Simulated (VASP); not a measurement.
# Nd2Y2Cl (I4/mmm) in VASP: single point with PBE

Aim: the single point of Nd2Y2Cl with PBE.

All numbers are computed with VASP 6.6.1; they aren't measurements. Logs are shortened: lines on timing, memory, paths and dates and some standing lists are left out, and cuts for length are marked.

## Step 1: The cell of the first run

The structure is tetragonal, space group I4/mmm (No. 139). Conventional cell: a = 5.162 Å, b = 5.162 Å, c = 13.425 Å, α = 90.00°, β = 90.00°, γ = 90.00°. Nd (site symmetry -4m2) has 2 Y at 3.36 Å and 4 Nd at 3.65 Å and 4 Cl at 4.23 Å within 4.4 Å. Within 3.4 Å of Y (site symmetry mmm) lie 2 Cl at 2.58 Å and 2 Nd at 3.36 Å. Cl (site symmetry 4/mmm) has 4 Y at 2.58 Å within 3.4 Å.

The cell was built from a structure type or drawn by symmetry, and may not be a known phase.

## Step 2: Single point, PBE

Input file INCAR:

```
  PREC = Accurate
  ENCUT = 500
  EDIFF = 1E-6
  ISMEAR = 0
  SIGMA = 0.2
  LREAL = False
  LASPH = True
  NELM = 200
  ALGO = Normal
  ISIF = 2
  LWAVE = False
  LCHARG = True
  GGA = PE
  LELF = True
  LVHAR = True
  NBANDS = 34
  GGA_COMPAT = False
  LMAXMIX = 6
```

Input file KPOINTS:

```
regular mesh
0
Gamma
  4 4 4
```

Input file POSCAR:

```
Nd2Y2Cl
1.0
   -2.5810730282      2.5810730282      6.7124971011
    2.5810730282     -2.5810730282      6.7124971011
    2.5810730282      2.5810730282     -6.7124971011
Nd Y Cl
2 2 1
Direct
    0.7500000000      0.2500000000      0.5000000000
    0.2500000000      0.7500000000      0.5000000000
    0.5000000000      0.0000000000      0.5000000000
    0.0000000000      0.5000000000      0.5000000000
    0.0000000000      0.0000000000      0.0000000000
```

Potentials or basis: VASP PAW PBE potentials, release 64 (Nd_3, Y_sv, Cl), 4f in core.

Launch:

```sh
$ cat potpaw_PBE.64/Nd_3/POTCAR potpaw_PBE.64/Y_sv/POTCAR potpaw_PBE.64/Cl/POTCAR > POTCAR
$ mpirun -np 1 vasp_std > vasp.out
```

OUTCAR:

```text
PREC = Accurate
   ENCUT = 500
   EDIFF = 1E-6
   ISMEAR = 0
   LREAL = False
   LASPH = True
   NELM = 200
   ISIF = 2
   GGA = PE

 ion  position               nearest neighbor table
   1  0.750  0.250  0.500-   3 3.36   4 3.36   2 3.65   2 3.65   2 3.65   2 3.65
   2  0.250  0.750  0.500-   3 3.36   4 3.36   1 3.65   1 3.65   1 3.65   1 3.65
   3  0.500  0.000  0.500-   5 2.58   5 2.58   1 3.36   2 3.36   4 3.65   4 3.65   4 3.65   4 3.65

   4  0.000  0.500  0.500-   5 2.58   5 2.58   1 3.36   2 3.36   3 3.65   3 3.65   3 3.65   3 3.65

   5  0.000  0.000  0.000-   3 2.58   4 2.58   4 2.58   3 2.58

  LATTYP: Found a body centered tetragonal cell.
 ALAT       =     5.1621460564
 C/A-ratio  =     2.6006614411

  Lattice vectors:

 A1 = (  -2.5810730282,   2.5810730282,   6.7124971011)
 A2 = (   2.5810730282,  -2.5810730282,   6.7124971011)
 A3 = (   2.5810730282,   2.5810730282,  -6.7124971011)

Analysis of symmetry for initial positions (statically):
=====================================================================
 Subroutine PRICEL returns:
 Original cell was already a primitive cell.

 Routine SETGRP: Setting up the symmetry group for a
 body centered tetragonal supercell.

 Subroutine GETGRP returns: Found 16 space group operations
 (whereof 16 operations were pure point group operations)
 out of a pool of 16 trial point group operations.

The static configuration has the point symmetry D_4h.

Analysis of symmetry for dynamics (positions and initial velocities):
=====================================================================
 Subroutine PRICEL returns:
 Original cell was already a primitive cell.

 Routine SETGRP: Setting up the symmetry group for a
 body centered tetragonal supercell.

 Subroutine GETGRP returns: Found 16 space group operations
 (whereof 16 operations were pure point group operations)
 out of a pool of 16 trial point group operations.

The dynamic configuration has the point symmetry D_4h.

 Subroutine INISYM returns: Found 16 space group operations
 (whereof 16 operations are pure point group operations),
 and found     1 'primitive' translations

----------------------------------------------------------------------------------------

                                     Primitive cell

  volume of cell :     178.8730

  direct lattice vectors                    reciprocal lattice vectors
    -2.581073028  2.581073028  6.712497101     0.000000000  0.193717882  0.074487928
[... 80 lines left out ...]
   EDIFF  = 0.1E-05   stopping-criterion for ELM
   LREAL  =      F    real-space projection
   EDIFFG = 0.1E-04   stopping-criterion for IOM
   NSW    =      0    number of steps for IOM
   IBRION =     -1    ionic relax: 0-MD 1-quasi-New 2-CG
   NFREE  =      0    steps in history (QN), initial steepest desc. (CG)
   ISIF   =      2    stress and relaxation
   ISYM   =      2    0-nonsym 1-usesym 2-fastsym
   POTIM  = 0.5000    time-step for ionic-motion
   TEBEG  =    0.0;   TEEND  =   0.0 temperature during run
   PSTRESS=    0.0 pullay stress
   NELECT =      51.0000    total number of electrons
   NUPDOWN=      -1.0000    fix difference up-down
   EMIN   =  10.00;   EMAX   =-10.00  energy-range for DOS
   EFERMI =   0.00;   METHOD = LEGACY
   ISMEAR =     0;   SIGMA  =   0.20  broadening in eV -4-tet -1-fermi 0-gaus
   EFERMI_NEDOS =   21; number of points for ismear=-14 and -15
   IALGO  =     38    algorithm
   IMIX   =      4    mixing-type and parameters
     AMIX     =   0.40;   BMIX     =  1.00
     AMIX_MAG =   1.60;   BMIX_MAG =  1.00
  volume/ion in A,a.u.               =      35.77       241.42
  Fermi-wavevector in a.u.,A,eV,Ry     =   1.077498  2.036177 15.796404  1.161003
  Thomas-Fermi vector in A             =   2.213412
   LORBIT       =      0    0 simple, 1 ext, 2 COOP (PROOUT), +10 PAW based schemes
   GGA     = PE    functional components
   LHFCALC =     F    Hartree Fock is set to
   AEXX    =    0.0000 exact exchange contribution
   IVDW    =     0    specifies the selected vdW correction
   LEPSILON=     F    determine dielectric tensor
   LRPA    =     F    only Hartree local field effects (RPA)
 non-spin polarized calculation
 Gauss-broadening in eV      SIGMA  =   0.20
  energy-cutoff  :      500.00
  volume of cell :      178.87
 maximum number of plane-waves:      4572
   NGX = 27   NGY = 27   NGZ = 27

 number of electron      51.0000002 magnetization

 Free energy of the ion-electron system (eV)
  ---------------------------------------------------
  ext. energy  EPLUGINS =         0.00000000
  ---------------------------------------------------
  free energy    TOTEN  =       -23.25209135 eV

  energy without entropy =      -23.06610300  energy(sigma->0) =      -23.15909717

 E-fermi :   2.9408     XC(G=0):  -8.9065

 val. band max:        2.9284333754   @ k =   0.2500   0.0000   0.0000
 cond. band min:       2.9464345136   @ k =   0.2500   0.2500   0.2500
 fundamental gap:      0.0180011382
 Fermi energy:         2.9407888412

 k-point     1 :       0.0000    0.0000    0.0000
  band No.  band energies     occupation
      1     -40.2000      2.00000
      2     -40.1600      2.00000
      3     -35.4261      2.00000
      4     -35.3430      2.00000
      5     -20.4754      2.00000
      6     -20.4754      2.00000
[... 470 lines left out ...]
     33       5.3506      0.00000
     34       5.9019      0.00000

------------------------ aborting loop because EDIFF is reached ----------------------------------------

  FORCE on cell =-STRESS in cart. coord.  units (eV):
  Direction    XX          YY          ZZ          XY          YZ          ZX
  --------------------------------------------------------------------------------------
  -------------------------------------------------------------------------------------
  Total       -0.0788636     -0.0788636      0.4585434      0.0000000      0.0000000      0.0000000
  in kB       -0.7063869     -0.7063869      4.1072046      0.0000000      0.0000000      0.0000000
  external PRESSURE =       0.8981436 kB  Pullay stress =       0.0000000 kB

 VOLUME and BASIS-vectors are now :
 -----------------------------------------------------------------------------
  energy-cutoff  :      500.00
  volume of cell :      178.87
      direct lattice vectors                 reciprocal lattice vectors
    -2.581073028  2.581073028  6.712497101     0.000000000  0.193717882  0.074487928
     2.581073028 -2.581073028  6.712497101     0.193717882  0.000000000  0.074487928
     2.581073028  2.581073028 -6.712497101     0.193717882  0.193717882  0.000000000

 POSITION                                       TOTAL-FORCE (eV/Angst)
 -----------------------------------------------------------------------------------
      0.00000      2.58107      3.35625        -0.000000     -0.000000     -0.000000
      2.58107      0.00000      3.35625         0.000000      0.000000      0.000000
      0.00000      2.58107      0.00000         0.000000     -0.000000      0.000000
      2.58107      0.00000      0.00000         0.000000     -0.000000      0.000000
      0.00000      0.00000      0.00000         0.000000     -0.000000      0.000000
 -----------------------------------------------------------------------------------
    total drift:                               -0.000000     -0.000000      0.000000

  FREE ENERGIE OF THE ION-ELECTRON SYSTEM (eV)
  ---------------------------------------------------
  free  energy   TOTEN  =       -23.2520913457 eV

  energy  without entropy=      -23.0661029990  energy(sigma->0) =      -23.15909717
```

stdout:

```text
POSCAR found type information on POSCAR NdY Cl
 POSCAR found :  3 types and       5 ions
 scaLAPACK will be used
 LDA part: xc-table for (Slater+PW92), standard interpolation
 POSCAR, INCAR and KPOINTS ok, starting setup
 FFT: planning ... GRIDC
 FFT: planning ... GRID_SOFT
 FFT: planning ... GRID
 WAVECAR not read
 entering main loop
```

It took 96 s on 1 thread of Intel Xeon 6975P-C (Granite Rapids), shared host; peak memory 0.43 GiB.

Results:

```yaml
Free_energy: -23.2521 eV
Pressure: 0.1 GPa
Band_gap_on_the_k_mesh: zero (an odd number of electrons rules out a gap without spin polarisation)
```

Stress tensor (GPa, compression positive):
```
-0.07  0.00  0.00
 0.00 -0.07  0.00
 0.00  0.00  0.41
```

Caveat: spin-orbit coupling is left out, which moves the levels of the heavy elements; the 4f electrons are frozen in the core, so they carry no moment and show no levels; an odd number of electrons without spin polarisation forces a metal; a magnetic or distorted state may lie lower; the run has no spin polarisation, though such a crystal can be magnetic. Spin polarisation is off, so any magnetic state and its effect on volume and gap are missing.
